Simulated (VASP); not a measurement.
# Mg (Im-3m) in VASP: further runs

Aim: see how the results for Mg move with the level of theory and the settings. Levels: RPBE+D3(BJ), PBE. Tasks: relaxation of cell and atoms, single point.

All numbers are computed with VASP 6.6.1; they aren't measurements. Logs are shortened: lines on timing, memory, paths and dates and some standing lists are left out, and cuts for length are marked.

### 1 The cell of the first run

Symmetry: Im-3m, No. 229, cubic system. Conventional cell: a = 3.546 Å, b = 3.546 Å, c = 3.546 Å, α = 90.00°, β = 90.00°, γ = 90.00°. Within 4.0 Å of Mg (site symmetry m-3m) lie 14 Mg at 3.07 to 3.55 Å.

### 2 Relaxation of cell and atoms, RPBE+D3(BJ)

The input, INCAR:

```
ALGO     = Normal         # electronic algorithm
EDIFF    = 1E-7           # SCF threshold, eV
EDIFFG   = -0.01          # ionic threshold
ENCUT    = 600            # plane-wave cutoff, eV
GGA      = RP             # functional
IBRION   = 2              # ionic algorithm
ISIF     = 3              # what is computed and relaxed
ISMEAR   = 1              # smearing method
IVDW     = 12             # dispersion correction
LASPH    = T              # aspherical terms in the spheres
LCHARG   = F              # write CHGCAR
LREAL    = F              # projectors in reciprocal space
LWAVE    = F              # write WAVECAR
NELM     = 60             # most SCF steps
NSW      = 80             # ionic steps
PREC     = Accurate       # precision mode
SIGMA    = 0.2            # smearing width, eV
```

The input, KPOINTS:

```
k-points
0
Gamma
  11 11 11
```

The input, POSCAR:

```
Mg
1.0
   -1.7727644967      1.7727644967      1.7727644967
    1.7727644967     -1.7727644967      1.7727644967
    1.7727644967      1.7727644967     -1.7727644967
Mg
1
Direct
    0.0000000000      0.0000000000      0.0000000000
```

Potentials or basis: VASP PAW PBE potentials, release 64 (Mg).

Started as:

```bash
$ cat potpaw_PBE.64/Mg/POTCAR > POTCAR
$ mpirun -np 1 vasp_std > vasp.out
```

OUTCAR:

```text
EDIFF = 1E-7
   EDIFFG = -0.01
   ENCUT = 600
   GGA = RP
   IBRION = 2
   ISIF = 3
   ISMEAR = 1
   IVDW = 12
   LASPH = T
   LREAL = F
   NELM = 60
   NSW = 80
   PREC = Accurate
 IVDW          = 12

 ion  position               nearest neighbor table
   1  0.000  0.000  0.000-

  LATTYP: Found a body centered cubic cell.
 ALAT       =     3.5455289934

  Lattice vectors:

 A1 = (  -1.7727644967,   1.7727644967,   1.7727644967)
 A2 = (   1.7727644967,  -1.7727644967,   1.7727644967)
 A3 = (   1.7727644967,   1.7727644967,  -1.7727644967)

Analysis of symmetry for initial positions (statically):
=====================================================================
 Subroutine PRICEL returns:
 Original cell was already a primitive cell.

 Routine SETGRP: Setting up the symmetry group for a
 body centered cubic supercell.

 Subroutine GETGRP returns: Found 48 space group operations
 (whereof 48 operations were pure point group operations)
 out of a pool of 48 trial point group operations.

The static configuration has the point symmetry O_h .

Analysis of symmetry for dynamics (positions and initial velocities):
=====================================================================
 Subroutine PRICEL returns:
 Original cell was already a primitive cell.

 Routine SETGRP: Setting up the symmetry group for a
 body centered cubic supercell.

 Subroutine GETGRP returns: Found 48 space group operations
 (whereof 48 operations were pure point group operations)
 out of a pool of 48 trial point group operations.

The dynamic configuration has the point symmetry O_h .

 Subroutine INISYM returns: Found 48 space group operations
 (whereof 48 operations are pure point group operations),
 and found     1 'primitive' translations

----------------------------------------------------------------------------------------

                                     Primitive cell

  volume of cell :      22.2850

  direct lattice vectors                    reciprocal lattice vectors
    -1.772764497  1.772764497  1.772764497     0.000000000  0.282045360  0.282045360
     1.772764497 -1.772764497  1.772764497     0.282045360  0.000000000  0.282045360
     1.772764497  1.772764497 -1.772764497     0.282045360  0.282045360  0.000000000

  length of vectors
     3.070518178  3.070518178  3.070518178     0.398872373  0.398872373  0.398872373

  position of ions in fractional coordinates (direct lattice)
     0.000000000  0.000000000  0.000000000

[... 58 lines left out ...]
   number of dos      NEDOS =    301   number of ions     NIONS =      1
   total plane-waves  NPLWV =  21952
   dimension x,y,z NGX =    28 NGY =   28 NGZ =   28
   dimension x,y,z NGXF=    56 NGYF=   56 NGZF=   56
   ions per type =               1
   NGX,Y,Z   is equivalent  to a cutoff of  15.16, 15.16, 15.16 a.u.
   NGXF,Y,Z  is equivalent  to a cutoff of  30.32, 30.32, 30.32 a.u.
 SYSTEM =  unknown system
   PREC   = accura    normal or accurate (medium, high low for compatibility)
   ISTART =      0    job   : 0-new  1-cont  2-samecut
   ICHARG =      2    charge: 1-file 2-atom 10-const
   ISPIN  =      1    spin polarized calculation?
   LNONCOLLINEAR =      F non collinear calculations
   LSORBIT =      F    spin-orbit coupling
   LASPH  =      T    aspherical Exc in radial PAW
   ENCUT  =  600.0 eV  44.10 Ry    6.64 a.u.   6.13  6.13  6.13*2*pi/ulx,y,z
   NELM   =     60;   NELMIN=  2; NELMDL= -5     # of ELM steps
   EDIFF  = 0.1E-06   stopping-criterion for ELM
   LREAL  =      F    real-space projection
   EDIFFG = -.1E-01   stopping-criterion for IOM
   NSW    =     80    number of steps for IOM
   IBRION =      2    ionic relax: 0-MD 1-quasi-New 2-CG
   NFREE  =      1    steps in history (QN), initial steepest desc. (CG)
   ISIF   =      3    stress and relaxation
   ISYM   =      2    0-nonsym 1-usesym 2-fastsym
   POTIM  = 0.5000    time-step for ionic-motion
   TEBEG  =    0.0;   TEEND  =   0.0 temperature during run
   PSTRESS=    0.0 pullay stress
   NELECT =       2.0000    total number of electrons
   NUPDOWN=      -1.0000    fix difference up-down
   EMIN   =  10.00;   EMAX   =-10.00  energy-range for DOS
   EFERMI =   0.00;   METHOD = LEGACY
   ISMEAR =     1;   SIGMA  =   0.20  broadening in eV -4-tet -1-fermi 0-gaus
   EFERMI_NEDOS =   21; number of points for ismear=-14 and -15
   IALGO  =     38    algorithm
   IMIX   =      4    mixing-type and parameters
     AMIX     =   0.40;   BMIX     =  1.00
     AMIX_MAG =   1.60;   BMIX_MAG =  1.00
  volume/ion in A,a.u.               =      22.29       150.39
  Fermi-wavevector in a.u.,A,eV,Ry     =   0.732960  1.385094  7.309469  0.537231
  Thomas-Fermi vector in A             =   1.825552
   LORBIT       =      0    0 simple, 1 ext, 2 COOP (PROOUT), +10 PAW based schemes
   GGA     = RP    functional components
   LHFCALC =     F    Hartree Fock is set to
   AEXX    =    0.0000 exact exchange contribution
   IVDW    =    12    specifies the selected vdW correction
   LEPSILON=     F    determine dielectric tensor
   LRPA    =     F    only Hartree local field effects (RPA)
 conjugate gradient relaxation of ions
 non-spin polarized calculation
 Methfessel and Paxton  Order N= 1 SIGMA  =   0.20
  energy-cutoff  :      600.00
  volume of cell :       22.29
 maximum number of plane-waves:       767
 NGX is ok and might be reduce to    28
   NGX = 13   NGY = 13   NGZ = 13

--------------------------------------- Ionic step        1  -------------------------------------------

 number of electron       2.0000000 magnetization

 Free energy of the ion-electron system (eV)
  ---------------------------------------------------
  ext. energy  EPLUGINS =         0.00000000
  ---------------------------------------------------
  free energy    TOTEN  =        -1.30957024 eV

  energy without entropy =       -1.31036282  energy(sigma->0) =       -1.30983443

 E-fermi :   2.9372     XC(G=0):  -8.4864

 val. band max:        2.9033307093   @ k =   0.3636   0.1818   0.0909
 cond. band min:       3.0167618622   @ k =  -0.4545   0.4545   0.0909
 fundamental gap:      0.1134311529
 Fermi energy:         2.9371814871

 k-point     1 :       0.0000    0.0000    0.0000
  band No.  band energies     occupation
      1      -4.1584      2.00000
      2      16.1749      0.00000
      3      16.1749      0.00000
      4      16.1749      0.00000
      5      18.1797      0.00000
[... 339 lines left out ...]
--------------------------------------- Ionic step        5  -------------------------------------------

 number of electron       2.0000000 magnetization

 Free energy of the ion-electron system (eV)
  ---------------------------------------------------
  ext. energy  EPLUGINS =         0.00000000
  ---------------------------------------------------
  free energy    TOTEN  =        -0.93368704 eV

  energy without entropy =       -0.93338390  energy(sigma->0) =       -0.93358599

 E-fermi :   4.8443     XC(G=0):  -9.4462

 val. band max:        4.8209131154   @ k =   0.3636   0.1818   0.0909
 cond. band min:       4.9152188124   @ k =  -0.4545   0.4545   0.0909
 fundamental gap:      0.0943056970
 Fermi energy:         4.8442646129

 k-point     1 :       0.0000    0.0000    0.0000
  band No.  band energies     occupation
      1      -3.7515      2.00000
      2      20.1705      0.00000
      3      20.1705      0.00000
      4      20.1705      0.00000
      5      22.4979      0.00000
[... 216 lines left out ...]
  FREE ENERGIE OF THE ION-ELECTRON SYSTEM (eV)
  ---------------------------------------------------
  free  energy   TOTEN  =        -2.9278742031 eV

  energy  without entropy=       -2.9275710685  energy(sigma->0) =       -2.92777316

 reached required accuracy - stopping structural energy minimisation
```

OSZICAR:

```text
N       E                     dE             d eps       ncg     rms          rms(c)
DAV:   1    -0.200560626303E+00   -0.20056E+00   -0.80561E+02   590   0.300E+02
DAV:   2    -0.130928626146E+01   -0.11087E+01   -0.10363E+01   715   0.170E+01
DAV:   3    -0.131501996876E+01   -0.57337E-02   -0.57035E-02   795   0.152E+00
DAV:   4    -0.131502857133E+01   -0.86026E-05   -0.86024E-05   790   0.451E-02
[... 33 lines left out ...]
       N       E                     dE             d eps       ncg     rms          rms(c)
DAV:   1    -0.933690711793E+00   -0.11924E-01   -0.33921E-04   595   0.118E-01    0.571E-03
DAV:   2    -0.933689010196E+00    0.17016E-05   -0.13018E-06   675   0.104E-02    0.361E-03
DAV:   3    -0.933686949295E+00    0.20609E-05   -0.11612E-07   655   0.320E-03    0.177E-04
DAV:   4    -0.933687036695E+00   -0.87400E-07   -0.13423E-09   310   0.242E-04
   5 F= -.29278742E+01 E0= -.29277732E+01  d E =-.583981E-04
```

CONTCAR:

```text
Mg
   1.00000000000000
    -1.6067750184154779    1.6067750184154779    1.6067750184154779
     1.6067750184154779   -1.6067750184154779    1.6067750184154779
     1.6067750184154779    1.6067750184154779   -1.6067750184154779
  Mg
     1
Direct
     0.0000000000000000    0.0000000000000000    0.0000000000000000

  0.00000000E+00  0.00000000E+00  0.00000000E+00
```

Run time: 45 s. Hardware: 1 thread of Intel Xeon 8259CL, shared host; peak memory 0.17 GiB.

What came out:

- Free energy: -2.9279 eV
- Relaxed volume: 16.59 Å³/atom
- Relaxed cell: a = 2.783 Å, b = 2.783 Å, c = 2.783 Å, α = 109.47°, β = 109.47°, γ = 109.47°
- Space group after relaxing (to 0.05 Å): Im-3m (No. 229)
- Energy gained by relaxing: 292.0 meV/atom
- Ionic steps: 5
- Pressure after relaxing: -0.1 GPa
- Band gap on the k mesh: zero (band 1 reaches 7.22 eV, above the bottom of band 2 at 4.03 eV)
- Dispersion energy per atom: -1.994 eV

The path:
| step | energy change (eV) | largest force (eV/Å) | pressure (GPa) | volume (Å³) |
| --- | --- | --- | --- | --- |
| 1 | 0.0000 | 0.0000 | -12.69 | 22.29 |
| 2 | -0.2886 | 0.0000 | -2.14 | 17.06 |
| 3 | -0.2920 | 0.0000 | -0.17 | 16.62 |
| 4 | -0.2919 | 0.0000 | 0.32 | 16.51 |
| 5 | -0.2920 | 0.0000 | -0.07 | 16.59 |

Final structure:
```yaml
crystal:
  lattice:
    - [-1.60678, 1.60678, 1.60678]
    - [1.60678, -1.60678, 1.60678]
    - [1.60678, 1.60678, -1.60678]
  atoms:
    - { symbol: Mg, position: [0.00000, 0.00000, 0.00000] }
```

Caveat: the volume moved by over 15 % at a fixed basis, so the end points are rough; the PAW data sets were made with another functional, which shifts forces and pressure a little; pairwise dispersion overbinds metals, which lowers pressure and volume.

### 3 Single point, PBE

The input, INCAR:

```
ALGO = Fast ; EDIFF = 1E-6
ENCUT = 520 ; GGA = PE
ISIF = 2 ; ISMEAR = 0
LASPH = True ; LCHARG = True
LELF = True ; LREAL = False
LVHAR = True ; LWAVE = False
NBANDS = 7 ; NELM = 80
PREC = Accurate ; SIGMA = 0.1
```

The input, KPOINTS:

```
k-points
0
Gamma
  9 9 9
```

POSCAR is that of step 2.

Potentials or basis: VASP PAW PBE potentials, release 64 (Mg).

Started as:

```bash
$ cat potpaw_PBE.64/Mg/POTCAR > POTCAR
$ mpirun -np 1 vasp_std > vasp.out
```

OUTCAR:

```text
EDIFF = 1E-6
   ENCUT = 520
   GGA = PE
   ISIF = 2
   ISMEAR = 0
   LASPH = True
   LREAL = False
   NELM = 80
   PREC = Accurate

 ion  position               nearest neighbor table
   1  0.000  0.000  0.000-

  LATTYP: Found a body centered cubic cell.
 ALAT       =     3.5455289934

  Lattice vectors:

 A1 = (  -1.7727644967,   1.7727644967,   1.7727644967)
 A2 = (   1.7727644967,  -1.7727644967,   1.7727644967)
 A3 = (   1.7727644967,   1.7727644967,  -1.7727644967)

Analysis of symmetry for initial positions (statically):
=====================================================================
 Subroutine PRICEL returns:
 Original cell was already a primitive cell.

 Routine SETGRP: Setting up the symmetry group for a
 body centered cubic supercell.

 Subroutine GETGRP returns: Found 48 space group operations
 (whereof 48 operations were pure point group operations)
 out of a pool of 48 trial point group operations.

The static configuration has the point symmetry O_h .

Analysis of symmetry for dynamics (positions and initial velocities):
=====================================================================
 Subroutine PRICEL returns:
 Original cell was already a primitive cell.

 Routine SETGRP: Setting up the symmetry group for a
 body centered cubic supercell.

 Subroutine GETGRP returns: Found 48 space group operations
 (whereof 48 operations were pure point group operations)
 out of a pool of 48 trial point group operations.

The dynamic configuration has the point symmetry O_h .

 Subroutine INISYM returns: Found 48 space group operations
 (whereof 48 operations are pure point group operations),
 and found     1 'primitive' translations

----------------------------------------------------------------------------------------

                                     Primitive cell

  volume of cell :      22.2850
[... 101 lines left out ...]
   EFERMI =   0.00;   METHOD = LEGACY
   ISMEAR =     0;   SIGMA  =   0.10  broadening in eV -4-tet -1-fermi 0-gaus
   EFERMI_NEDOS =   21; number of points for ismear=-14 and -15
   IALGO  =     68    algorithm
   IMIX   =      4    mixing-type and parameters
     AMIX     =   0.40;   BMIX     =  1.00
     AMIX_MAG =   1.60;   BMIX_MAG =  1.00
  volume/ion in A,a.u.               =      22.29       150.39
  Fermi-wavevector in a.u.,A,eV,Ry     =   0.732960  1.385094  7.309469  0.537231
  Thomas-Fermi vector in A             =   1.825552
   LORBIT       =      0    0 simple, 1 ext, 2 COOP (PROOUT), +10 PAW based schemes
   GGA     = PE    functional components
   LHFCALC =     F    Hartree Fock is set to
   AEXX    =    0.0000 exact exchange contribution
   IVDW    =     0    specifies the selected vdW correction
   LEPSILON=     F    determine dielectric tensor
   LRPA    =     F    only Hartree local field effects (RPA)
 non-spin polarized calculation
 RMM-DIIS sequential band-by-band and
 Gauss-broadening in eV      SIGMA  =   0.10
  energy-cutoff  :      520.00
  volume of cell :       22.29
 maximum number of plane-waves:       610
   NGX = 11   NGY = 11   NGZ = 11

 number of electron       2.0000000 magnetization

 Free energy of the ion-electron system (eV)
  ---------------------------------------------------
  ext. energy  EPLUGINS =         0.00000000
  ---------------------------------------------------
  free energy    TOTEN  =        -1.46791362 eV

  energy without entropy =       -1.46585237  energy(sigma->0) =       -1.46688299

 E-fermi :   2.9026     XC(G=0):  -8.5866

 val. band max:        2.8426267460   @ k =  -0.4444   0.4444   0.3333
 cond. band min:       2.9566093278   @ k =   0.4444   0.0000   0.0000
 fundamental gap:      0.1139825818
 Fermi energy:         2.9026360452

 k-point     1 :       0.0000    0.0000    0.0000
  band No.  band energies     occupation
      1      -4.2665      2.00000
      2      16.0254      0.00000
      3      16.0254      0.00000
      4      16.0254      0.00000
      5      18.0720      0.00000
      6      18.0720      0.00000
      7      18.3229      0.00000
[... 221 lines left out ...]
 k-point    24 :      -0.4444   -0.4444    0.1111
  band No.  band energies     occupation
      1       2.0202      2.00000
      2       2.6774      1.99856
      3       7.3987      0.00000
      4      12.4734      0.00000
      5      14.6262      0.00000
      6      16.7884      0.00000
      7      17.6662      0.00000

 [... further k-points ...]
[... 5 lines left out ...]
  --------------------------------------------------------------------------------------
  -------------------------------------------------------------------------------------
  Total        0.1459371      0.1459371      0.1459371      0.0000000      0.0000000      0.0000000
  in kB       10.4921196     10.4921196     10.4921196      0.0000000      0.0000000      0.0000000
  external PRESSURE =      10.4921196 kB  Pullay stress =       0.0000000 kB

 VOLUME and BASIS-vectors are now :
 -----------------------------------------------------------------------------
  energy-cutoff  :      520.00
  volume of cell :       22.29
      direct lattice vectors                 reciprocal lattice vectors
    -1.772764497  1.772764497  1.772764497     0.000000000  0.282045360  0.282045360
     1.772764497 -1.772764497  1.772764497     0.282045360  0.000000000  0.282045360
     1.772764497  1.772764497 -1.772764497     0.282045360  0.282045360  0.000000000

 POSITION                                       TOTAL-FORCE (eV/Angst)
 -----------------------------------------------------------------------------------
      0.00000      0.00000      0.00000        -0.000000      0.000000     -0.000000
 -----------------------------------------------------------------------------------
    total drift:                                0.000000      0.000000      0.000000

  FREE ENERGIE OF THE ION-ELECTRON SYSTEM (eV)
  ---------------------------------------------------
  free  energy   TOTEN  =        -1.4679136210 eV

  energy  without entropy=       -1.4658523668  energy(sigma->0) =       -1.46688299
```

Run time: 4.1 s. Hardware: 1 thread of Intel Xeon Platinum 8259CL at 2.50GHz (Skylake/Cascade Lake), shared host; peak memory 0.13 GiB.

Results:

| Quantity | Value |
| --- | --- |
| Free energy | -1.4679 eV |
| Pressure | 1.0 GPa |
| Band gap on the k mesh | zero (band 1 reaches 4.74 eV, above the bottom of band 2 at 2.11 eV) |

Levels at points of the mesh, in eV from the Fermi level:
| k point | band 1 | band 2 | band 3 | band 4 | band 5 |
| --- | --- | --- | --- | --- | --- |
| (0.00, 0.00, 0.00) | -7.17 | 13.12 | 13.12 | 13.12 | 15.17 |

### 4 Single point, PBE

The input, INCAR:

```
SYSTEM = Mg
ALGO     = Normal         ! electronic algorithm
EDIFF    = 1E-7           ! SCF threshold, eV
ENCUT    = 520            ! plane-wave cutoff, eV
GGA      = PE             ! functional
ISIF     = 2              ! what is computed and relaxed
ISMEAR   = 0              ! smearing method
LASPH    = .True.         ! aspherical terms in the spheres
LCHARG   = .False.        ! write CHGCAR
LREAL    = .False.        ! projectors in reciprocal space
LWAVE    = .False.        ! write WAVECAR
NBANDS   = 7              ! bands
NELM     = 100            ! most SCF steps
PREC     = Accurate       ! precision mode
SIGMA    = 0.1            ! smearing width, eV
```

The input, KPOINTS:

```
k-points
0
Gamma
  9 9 9
  0 0 0
```

POSCAR is that of step 3.

Started as:

```bash
$ cat potpaw_PBE.64/Mg/POTCAR > POTCAR
$ mpirun -np 1 vasp_std > vasp.out
```

Wall time 3.9 s (1 thread of Intel Xeon Platinum 8259CL at 2.50GHz (Skylake/Cascade Lake), shared host); peak memory 0.13 GiB.

It converged, with:

```yaml
Free_energy: -1.4679 eV
Pressure: 1.0 GPa
Band_gap_on_the_k_mesh: zero (band 1 reaches 4.74 eV, above the bottom of band 2 at 2.11 eV)
```

Levels at points of the mesh, in eV from the Fermi level:
```csv
k point,band 1,band 2,band 3,band 4
"(0.00, 0.00, 0.00)",-7.17,13.12,13.12,13.12
```
